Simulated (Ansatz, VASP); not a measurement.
## Pd: VASP beside Ansatz

```
CELL_PARAMETERS angstrom
0.00000 1.99290 1.99290
1.99290 0.00000 1.99290
1.99290 1.99290 0.00000
ATOMIC_POSITIONS crystal
Pd 0.00000 0.00000 0.00000
```

Alike in both runs: task single point; functional RPBE; k mesh 14 × 14 × 14; occupations fermi-dirac, width 0.05 eV; non-collinear spin, spin-orbit coupling.

```csv
,VASP,Ansatz
version,VASP 6.6.1,Ansatz 0.2.0
potentials or method,"VASP PAW PBE potentials, release 64 (Pd), cutoff 520 eV","plane waves (420 eV) with PAW, fully relativistic with spin-orbit coupling"
valence electrons in the cell,10,18
```

```csv
,VASP,Ansatz,Ansatz less VASP
net moment per atom (μB),0.37,0.37,0.000
```

VASP's potentials were made for PBE, not for RPBE. With one functional, cell and mesh, what is left measures potentials, basis and numerics. VASP's potentials hold 10 valence electrons a cell and Ansatz's 18, so a difference there can come from the potentials and not from the codes.
